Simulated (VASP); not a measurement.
# FeSi (Pm-3m) in VASP: further runs

Runs on FeSi. Level: LDA. Tasks: single point.

Everything below comes from runs of VASP 6.6.1. Logs are shortened: lines on timing, memory, paths and dates and some standing lists are left out, and cuts for length are marked.

### 1 The cell of the first run

Symmetry: Pm-3m, No. 221, cubic system. The conventional cell has a = 2.672 Å, b = 2.672 Å, c = 2.672 Å, α = 90.00°, β = 90.00°, γ = 90.00°. Within 3.1 Å of Fe (site symmetry m-3m) lie 8 Si at 2.31 Å and 6 Fe at 2.67 Å. Within 3.1 Å of Si (site symmetry m-3m) lie 8 Fe at 2.31 Å and 6 Si at 2.67 Å.

### 2 Single point, LDA (volume scaled by 0.960)

The input, INCAR:

```
PREC = Accurate
ENCUT = 520
EDIFF = 1E-6
ISMEAR = 0
SIGMA = 0.05
LREAL = False
LASPH = True
NELM = 60
ALGO = Normal
ISIF = 2
LWAVE = False
LCHARG = True
GGA = CA
LELF = True
LVHAR = True
NBANDS = 13
```

The input, KPOINTS:

```
regular mesh
0
Gamma
  16 16 16
```

The input, POSCAR:

```
FeSi
1.0
    2.6724749263      0.0000000000      0.0000000000
    0.0000000000      2.6724749263      0.0000000000
    0.0000000000      0.0000000000      2.6724749263
Fe Si
1 1
Direct
    0.5000000000      0.5000000000      0.5000000000
    0.0000000000      0.0000000000      0.0000000000
```

Potentials or basis: VASP PAW LDA potentials, release 64 (Fe, Si).

The run is started by

```console
> cat potpaw_LDA.64/Fe/POTCAR potpaw_LDA.64/Si/POTCAR > POTCAR
> mpirun -np 1 vasp_std > vasp.out
```

OUTCAR:

```text
PREC = Accurate
   ENCUT = 520
   EDIFF = 1E-6
   ISMEAR = 0
   LREAL = False
   LASPH = True
   NELM = 60
   ISIF = 2
   GGA = CA

 ion  position               nearest neighbor table
   1  0.500  0.500  0.500-   2 2.31   2 2.31   2 2.31   2 2.31   2 2.31   2 2.31   2 2.31   2 2.31

   2  0.000  0.000  0.000-   1 2.31   1 2.31   1 2.31   1 2.31   1 2.31   1 2.31   1 2.31   1 2.31

  LATTYP: Found a simple cubic cell.
 ALAT       =     2.6724749263

  Lattice vectors:

 A1 = (   2.6724749263,   0.0000000000,   0.0000000000)
 A2 = (   0.0000000000,   2.6724749263,   0.0000000000)
 A3 = (   0.0000000000,   0.0000000000,   2.6724749263)

Analysis of symmetry for initial positions (statically):
=====================================================================
 Subroutine PRICEL returns:
 Original cell was already a primitive cell.

 Routine SETGRP: Setting up the symmetry group for a
 simple cubic supercell.

 Subroutine GETGRP returns: Found 48 space group operations
 (whereof 48 operations were pure point group operations)
 out of a pool of 48 trial point group operations.

The static configuration has the point symmetry O_h .

Analysis of symmetry for dynamics (positions and initial velocities):
=====================================================================
 Subroutine PRICEL returns:
 Original cell was already a primitive cell.

 Routine SETGRP: Setting up the symmetry group for a
 simple cubic supercell.

 Subroutine GETGRP returns: Found 48 space group operations
 (whereof 48 operations were pure point group operations)
 out of a pool of 48 trial point group operations.

The dynamic configuration has the point symmetry O_h .

 Subroutine INISYM returns: Found 48 space group operations
 (whereof 48 operations are pure point group operations),
 and found     1 'primitive' translations

----------------------------------------------------------------------------------------

                                     Primitive cell

  volume of cell :      19.0871

  direct lattice vectors                    reciprocal lattice vectors
     2.672474926  0.000000000  0.000000000     0.374184989  0.000000000  0.000000000
     0.000000000  2.672474926  0.000000000     0.000000000  0.374184989  0.000000000
     0.000000000  0.000000000  2.672474926     0.000000000  0.000000000  0.374184989

  length of vectors
     2.672474926  2.672474926  2.672474926     0.374184989  0.374184989  0.374184989

  position of ions in fractional coordinates (direct lattice)
     0.500000000  0.500000000  0.500000000
     0.000000000  0.000000000  0.000000000

  ion indices of the primitive-cell ions
   primitive index   ion index
                 1           1
                 2           2

----------------------------------------------------------------------------------------

 KPOINTS: regular mesh

Automatic generation of k-mesh.
 Grid dimensions read from file:
 generate k-points for:   16   16   16

 Generating k-lattice:

  Cartesian coordinates                     Fractional coordinates (reciprocal lattice)
     0.023386562  0.000000000  0.000000000     0.062500000  0.000000000  0.000000000
     0.000000000  0.023386562  0.000000000     0.000000000  0.062500000  0.000000000
     0.000000000  0.000000000  0.023386562     0.000000000  0.000000000  0.062500000

  Length of vectors
     0.023386562  0.023386562  0.023386562

  Shift w.r.t. Gamma in fractional coordinates (k-lattice)
     0.000000000  0.000000000  0.000000000

 Subroutine IBZKPT returns following result:
 ===========================================

 Found    165 irreducible k-points:

 Following reciprocal coordinates:
            Coordinates               Weight
  0.000000  0.000000  0.000000      1.000000
  0.062500  0.000000  0.000000      6.000000
  0.125000  0.000000  0.000000      6.000000
  0.187500  0.000000  0.000000      6.000000
  0.250000  0.000000  0.000000      6.000000
  0.312500  0.000000  0.000000      6.000000
[... 16 lines left out ...]
  0.437500  0.125000  0.000000     24.000000
  0.500000  0.125000  0.000000     12.000000
 [... further k-points ...]
   k-points           NKPTS =    165   k-points in BZ     NKDIM =    165   number of bands    NBANDS=     13
   number of dos      NEDOS =    301   number of ions     NIONS =      2
   total plane-waves  NPLWV =   8000
   dimension x,y,z NGX =    20 NGY =   20 NGZ =   20
   dimension x,y,z NGXF=    40 NGYF=   40 NGZF=   40
   ions per type =               1   1
   NGX,Y,Z   is equivalent  to a cutoff of  12.44, 12.44, 12.44 a.u.
   NGXF,Y,Z  is equivalent  to a cutoff of  24.88, 24.88, 24.88 a.u.
 SYSTEM =  unknown system
   PREC   = accura    normal or accurate (medium, high low for compatibility)
   ISTART =      0    job   : 0-new  1-cont  2-samecut
   ICHARG =      2    charge: 1-file 2-atom 10-const
   ISPIN  =      1    spin polarized calculation?
   LNONCOLLINEAR =      F non collinear calculations
   LSORBIT =      F    spin-orbit coupling
   LASPH  =      T    aspherical Exc in radial PAW
   ENCUT  =  520.0 eV  38.22 Ry    6.18 a.u.   4.97  4.97  4.97*2*pi/ulx,y,z
   NELM   =     60;   NELMIN=  2; NELMDL= -5     # of ELM steps
   EDIFF  = 0.1E-05   stopping-criterion for ELM
   LREAL  =      F    real-space projection
   EDIFFG = 0.1E-04   stopping-criterion for IOM
   NSW    =      0    number of steps for IOM
   IBRION =     -1    ionic relax: 0-MD 1-quasi-New 2-CG
   NFREE  =      0    steps in history (QN), initial steepest desc. (CG)
   ISIF   =      2    stress and relaxation
   ISYM   =      2    0-nonsym 1-usesym 2-fastsym
   POTIM  = 0.5000    time-step for ionic-motion
   TEBEG  =    0.0;   TEEND  =   0.0 temperature during run
   PSTRESS=    0.0 pullay stress
   NELECT =      12.0000    total number of electrons
   NUPDOWN=      -1.0000    fix difference up-down
   EMIN   =  10.00;   EMAX   =-10.00  energy-range for DOS
   EFERMI =   0.00;   METHOD = LEGACY
   ISMEAR =     0;   SIGMA  =   0.05  broadening in eV -4-tet -1-fermi 0-gaus
   EFERMI_NEDOS =   21; number of points for ismear=-14 and -15
   IALGO  =     38    algorithm
   IMIX   =      4    mixing-type and parameters
     AMIX     =   0.40;   BMIX     =  1.00
     AMIX_MAG =   1.60;   BMIX_MAG =  1.00
  volume/ion in A,a.u.               =       9.54        64.40
  Fermi-wavevector in a.u.,A,eV,Ry     =   1.402453  2.650252 26.760946  1.966874
  Thomas-Fermi vector in A             =   2.525213
   LORBIT       =      0    0 simple, 1 ext, 2 COOP (PROOUT), +10 PAW based schemes
   GGA     = CA    functional components
   LHFCALC =     F    Hartree Fock is set to
   AEXX    =    0.0000 exact exchange contribution
   IVDW    =     0    specifies the selected vdW correction
   LEPSILON=     F    determine dielectric tensor
   LRPA    =     F    only Hartree local field effects (RPA)
 non-spin polarized calculation
 Gauss-broadening in eV      SIGMA  =   0.05
  energy-cutoff  :      520.00
  volume of cell :       19.09
 maximum number of plane-waves:       536
 NGX is ok and might be reduce to    20
   NGX =  9   NGY =  9   NGZ =  9

 number of electron      12.0000011 magnetization

 Free energy of the ion-electron system (eV)
  ---------------------------------------------------
  ext. energy  EPLUGINS =         0.00000000
  ---------------------------------------------------
  free energy    TOTEN  =       -16.60603002 eV

  energy without entropy =      -16.60504239  energy(sigma->0) =      -16.60553620

 E-fermi :  12.4221     XC(G=0): -13.7131

 val. band max:       12.4206434117   @ k =   0.5000   0.4375   0.0625
 cond. band min:      12.4321458456   @ k =   0.5000   0.5000   0.3125
 fundamental gap:      0.0115024338
 Fermi energy:        12.4221490837

 k-point     1 :       0.0000    0.0000    0.0000
  band No.  band energies     occupation
      1      -2.6453      2.00000
      2       7.9539      2.00000
      3       7.9539      2.00000
      4      11.4511      2.00000
      5      11.4511      2.00000
      6      11.4511      2.00000
      7      16.0003      0.00000
      8      16.0003      0.00000
      9      16.0003      0.00000
     10      20.8403      0.00000
     11      20.8403      0.00000
     12      27.4024      0.00000
     13      33.4347      0.00000

 k-point     2 :       0.0625    0.0000    0.0000
  band No.  band energies     occupation
      1      -2.5621      2.00000
      2       7.9140      2.00000
      3       7.9886      2.00000
      4      11.3505      2.00000
      5      11.3505      2.00000
      6      11.4595      2.00000
      7      15.5226      0.00000
      8      16.1655      0.00000
      9      16.1655      0.00000
     10      20.7807      0.00000
     11      21.3243      0.00000
     12      27.6409      0.00000
     13      32.6818      0.00000

 k-point     3 :       0.1250    0.0000    0.0000
  band No.  band energies     occupation
      1      -2.3138      2.00000
      2       7.7601      2.00000
      3       8.0894      2.00000
      4      11.0913      2.00000
      5      11.0913      2.00000
      6      11.4835      2.00000
      7      14.5485      0.00000
      8      16.6202      0.00000
      9      16.6202      0.00000
     10      20.6064      0.00000
     11      22.3093      0.00000
     12      28.3870      0.00000
     13      31.1943      0.00000
[... 305 lines left out ...]
 k-point    23 :       0.4375    0.1250    0.0000
  band No.  band energies     occupation
      1       1.3070      2.00000
      2       3.9324      2.00000
      3       8.9781      2.00000
      4       9.4624      2.00000
      5       9.8305      2.00000
      6      11.4261      2.00000
      7      12.7573      0.00000
      8      18.0262      0.00000
      9      20.7002      0.00000
     10      21.3149      0.00000
     11      22.6795      0.00000
     12      24.0307      0.00000
     13      27.3983      0.00000

 k-point    24 :       0.5000    0.1250    0.0000
  band No.  band energies     occupation
      1       1.8504      2.00000
      2       3.3217      2.00000
      3       9.1042      2.00000
      4       9.3456      2.00000
      5       9.7835      2.00000
      6      11.4371      2.00000
      7      12.7618      0.00000
      8      18.1956      0.00000
      9      20.7966      0.00000
     10      21.9510      0.00000
     11      22.2536      0.00000
     12      23.3089      0.00000
     13      27.6305      0.00000

 [... further k-points ...]
[... 5 lines left out ...]
  --------------------------------------------------------------------------------------
  -------------------------------------------------------------------------------------
  Total        1.5783244      1.5783244      1.5783244      0.0000000      0.0000000     -0.0000000
  in kB      132.4847637    132.4847637    132.4847637      0.0000000      0.0000000     -0.0000000
  external PRESSURE =     132.4847637 kB  Pullay stress =       0.0000000 kB

 VOLUME and BASIS-vectors are now :
 -----------------------------------------------------------------------------
  energy-cutoff  :      520.00
  volume of cell :       19.09
      direct lattice vectors                 reciprocal lattice vectors
     2.672474926  0.000000000  0.000000000     0.374184989  0.000000000  0.000000000
     0.000000000  2.672474926  0.000000000     0.000000000  0.374184989  0.000000000
     0.000000000  0.000000000  2.672474926     0.000000000  0.000000000  0.374184989

 POSITION                                       TOTAL-FORCE (eV/Angst)
 -----------------------------------------------------------------------------------
      1.33624      1.33624      1.33624         0.000000      0.000000      0.000000
      0.00000      0.00000      0.00000         0.000000      0.000000      0.000000
 -----------------------------------------------------------------------------------
    total drift:                               -0.000000      0.000000     -0.000000

  FREE ENERGIE OF THE ION-ELECTRON SYSTEM (eV)
  ---------------------------------------------------
  free  energy   TOTEN  =       -16.6060300173 eV

  energy  without entropy=      -16.6050423852  energy(sigma->0) =      -16.60553620
```

Wall time 18 s (1 thread of Intel Xeon Platinum 8488C (Sapphire Rapids), shared host); peak memory 0.15 GiB.

Results:

* Free energy: -16.6060 eV
* Pressure: 13.2 GPa
* Band gap on the k mesh: zero (band 6 reaches 12.57 eV, above the bottom of band 7 at 12.39 eV)

Levels at points of the mesh, in eV from the Fermi level:
| k point | band 3 | band 4 | band 5 | band 6 | band 7 | band 8 | band 9 | band 10 |
| --- | --- | --- | --- | --- | --- | --- | --- | --- |
| (0.00, 0.00, 0.00) | -4.47 | -0.97 | -0.97 | -0.97 | 3.58 | 3.58 | 3.58 | 8.42 |
| (0.50, 0.00, 0.00) | -3.41 | -2.72 | -2.72 | -0.74 | 0.37 | 6.56 | 9.59 | 9.59 |
| (0.50, 0.50, 0.00) | -5.49 | -4.38 | -2.13 | -2.13 | -0.03 | 2.93 | 3.07 | 9.04 |
| (0.50, 0.50, 0.50) | -6.69 | -0.92 | 0.03 | 0.03 | 1.60 | 1.60 | 1.60 | 4.95 |

### 3 Single point, LDA (volume scaled by 0.980)

The input, INCAR:

```
SYSTEM = FeSi
PREC     = Accurate       ! precision mode
ENCUT    = 520            ! plane-wave cutoff, eV
EDIFF    = 1E-6           ! SCF threshold, eV
ISMEAR   = 0              ! smearing method
SIGMA    = 0.05           ! smearing width, eV
LREAL    = .FALSE.        ! projectors in reciprocal space
LASPH    = .TRUE.         ! aspherical terms in the spheres
NELM     = 100            ! most SCF steps
ALGO     = Normal         ! electronic algorithm
ISIF     = 2              ! what is computed and relaxed
LWAVE    = .FALSE.        ! write WAVECAR
LCHARG   = .TRUE.         ! write CHGCAR
GGA      = CA             ! functional
LELF     = .TRUE.         ! ELF
LVHAR    = .TRUE.       
NBANDS   = 13             ! bands
```

The input, KPOINTS:

```
Automatic mesh
0
G
  16 16 16
  0 0 0
```

The input, POSCAR:

```
FeSi
1.0
    2.6909063703      0.0000000000      0.0000000000
    0.0000000000      2.6909063703      0.0000000000
    0.0000000000      0.0000000000      2.6909063703
Fe Si
1 1
Direct
    0.5000000000      0.5000000000      0.5000000000
    0.0000000000      0.0000000000      0.0000000000
```

Potentials or basis: VASP PAW LDA potentials, release 64 (Fe, Si).

The run is started by

```console
> cat potpaw_LDA.64/Fe/POTCAR potpaw_LDA.64/Si/POTCAR > POTCAR
> mpirun -np 1 vasp_std > vasp.out
```

OUTCAR:

```text
SYSTEM = FeSi
   PREC = Accurate
   ENCUT = 520
   EDIFF = 1E-6
   ISMEAR = 0
   LREAL = .FALSE.
   LASPH = .TRUE.
   NELM = 100
   ISIF = 2
   GGA = CA

 ion  position               nearest neighbor table
   1  0.500  0.500  0.500-   2 2.33   2 2.33   2 2.33   2 2.33   2 2.33   2 2.33   2 2.33   2 2.33

   2  0.000  0.000  0.000-   1 2.33   1 2.33   1 2.33   1 2.33   1 2.33   1 2.33   1 2.33   1 2.33

  LATTYP: Found a simple cubic cell.
 ALAT       =     2.6909063703

  Lattice vectors:

 A1 = (   2.6909063703,   0.0000000000,   0.0000000000)
 A2 = (   0.0000000000,   2.6909063703,   0.0000000000)
 A3 = (   0.0000000000,   0.0000000000,   2.6909063703)

Analysis of symmetry for initial positions (statically):
=====================================================================
 Subroutine PRICEL returns:
 Original cell was already a primitive cell.

 Routine SETGRP: Setting up the symmetry group for a
 simple cubic supercell.

 Subroutine GETGRP returns: Found 48 space group operations
 (whereof 48 operations were pure point group operations)
 out of a pool of 48 trial point group operations.

The static configuration has the point symmetry O_h .

Analysis of symmetry for dynamics (positions and initial velocities):
=====================================================================
 Subroutine PRICEL returns:
 Original cell was already a primitive cell.

 Routine SETGRP: Setting up the symmetry group for a
 simple cubic supercell.

 Subroutine GETGRP returns: Found 48 space group operations
 (whereof 48 operations were pure point group operations)
 out of a pool of 48 trial point group operations.

The dynamic configuration has the point symmetry O_h .

 Subroutine INISYM returns: Found 48 space group operations
 (whereof 48 operations are pure point group operations),
 and found     1 'primitive' translations

----------------------------------------------------------------------------------------

                                     Primitive cell
[... 115 lines left out ...]
   LORBIT       =      0    0 simple, 1 ext, 2 COOP (PROOUT), +10 PAW based schemes
   GGA     = CA    functional components
   LHFCALC =     F    Hartree Fock is set to
   AEXX    =    0.0000 exact exchange contribution
   IVDW    =     0    specifies the selected vdW correction
   LEPSILON=     F    determine dielectric tensor
   LRPA    =     F    only Hartree local field effects (RPA)
 non-spin polarized calculation
 Gauss-broadening in eV      SIGMA  =   0.05
  energy-cutoff  :      520.00
  volume of cell :       19.48
 maximum number of plane-waves:       552
   NGX = 11   NGY = 11   NGZ = 11

 number of electron      12.0000006 magnetization

 Free energy of the ion-electron system (eV)
  ---------------------------------------------------
  ext. energy  EPLUGINS =         0.00000000
  ---------------------------------------------------
  free energy    TOTEN  =       -16.63052110 eV

  energy without entropy =      -16.62939282  energy(sigma->0) =      -16.62995696

 E-fermi :  12.0922     XC(G=0): -13.6073

 val. band max:       12.0917597421   @ k =   0.5000   0.4375   0.3750
 cond. band min:      12.0962724443   @ k =   0.5000   0.5000   0.2500
 fundamental gap:      0.0045127022
 Fermi energy:        12.0921729197

 k-point     1 :       0.0000    0.0000    0.0000
  band No.  band energies     occupation
      1      -2.7753      2.00000
      2       7.7727      2.00000
      3       7.7727      2.00000
      4      11.1610      2.00000
      5      11.1610      2.00000
      6      11.1610      2.00000
      7      15.6067      0.00000
      8      15.6067      0.00000
      9      15.6067      0.00000
     10      20.4560      0.00000
     11      20.4560      0.00000
     12      26.6494      0.00000
     13      32.8913      0.00000
[... 354 lines left out ...]
  band No.  band energies     occupation
      1       1.6393      2.00000
      2       3.1524      2.00000
      3       8.8851      2.00000
      4       9.1076      2.00000
      5       9.5363      2.00000
      6      11.1478      2.00000
      7      12.4246      0.00000
      8      17.8267      0.00000
      9      20.3891      0.00000
     10      21.4220      0.00000
     11      21.7928      0.00000
     12      22.8891      0.00000
     13      27.0700      0.00000

 [... further k-points ...]
[... 5 lines left out ...]
  --------------------------------------------------------------------------------------
  -------------------------------------------------------------------------------------
  Total        0.8162058      0.8162058      0.8162058      0.0000000     -0.0000000      0.0000000
  in kB       67.1142104     67.1142104     67.1142104      0.0000000     -0.0000000      0.0000000
  external PRESSURE =      67.1142104 kB  Pullay stress =       0.0000000 kB

 VOLUME and BASIS-vectors are now :
 -----------------------------------------------------------------------------
  energy-cutoff  :      520.00
  volume of cell :       19.48
      direct lattice vectors                 reciprocal lattice vectors
     2.690906370  0.000000000  0.000000000     0.371621997  0.000000000  0.000000000
     0.000000000  2.690906370  0.000000000     0.000000000  0.371621997  0.000000000
     0.000000000  0.000000000  2.690906370     0.000000000  0.000000000  0.371621997

 POSITION                                       TOTAL-FORCE (eV/Angst)
 -----------------------------------------------------------------------------------
      1.34545      1.34545      1.34545         0.000000      0.000000      0.000000
      0.00000      0.00000      0.00000         0.000000      0.000000      0.000000
 -----------------------------------------------------------------------------------
    total drift:                               -0.000000      0.000000     -0.000000

  FREE ENERGIE OF THE ION-ELECTRON SYSTEM (eV)
  ---------------------------------------------------
  free  energy   TOTEN  =       -16.6305211027 eV

  energy  without entropy=      -16.6293928242  energy(sigma->0) =      -16.62995696
```

Run time: 24 s. Hardware: 1 thread of Intel Xeon Platinum 8488C (Sapphire Rapids), shared host; peak memory 0.15 GiB.

What came out:

- Free energy: -16.6305 eV
- Pressure: 6.7 GPa
- Band gap on the k mesh: zero (band 6 reaches 12.26 eV, above the bottom of band 7 at 12.07 eV)

(Part 1 of 2 ends here.)
